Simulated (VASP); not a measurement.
Here is a VASP 6.6.1 calculation.

The input INCAR:

```
ALGO = Normal
EDIFF = 1E-7
ENCUT = 520
GGA = PS
ISIF = 2
ISMEAR = -1
LASPH = True
LCHARG = False
LREAL = False
LWAVE = False
NBANDS = 13
NELM = 80
PREC = Accurate
SIGMA = 0.05
```

File KPOINTS:

```
k-points
0
Gamma
  11 11 11
```

Contents of POSCAR:

```
O
1.0
    0.0000000000      2.3957099285      2.3957099285
    2.3957099285      0.0000000000      2.3957099285
    2.3957099285      2.3957099285      0.0000000000
O
2
Direct
   -0.2825000000     -0.0725000000     -0.0725000000
    0.2825000000      0.0725000000      0.0725000000
```

Potentials or basis: VASP PAW PBE potentials, release 64 (O).

The run is started by

```bash
$ cat potpaw_PBE.64/O/POTCAR > POTCAR
$ mpirun -np 1 vasp_std > vasp.out
```

(1) What does it give for the band gap on the k mesh?

(2) Predict the largest force.

Answers

(1) zero (band 6 reaches 0.23 eV, above the bottom of band 7 at -0.80 eV).

(2) 2.272 eV/Å.

Caveat: the cell differs from its parent crystal (shortest bond scaled by 0.58); the standard files for N, O and F lose accuracy on very short bonds; spin is off for a triplet molecule; the PAW data sets were made with another functional, which shifts forces and pressure a little.
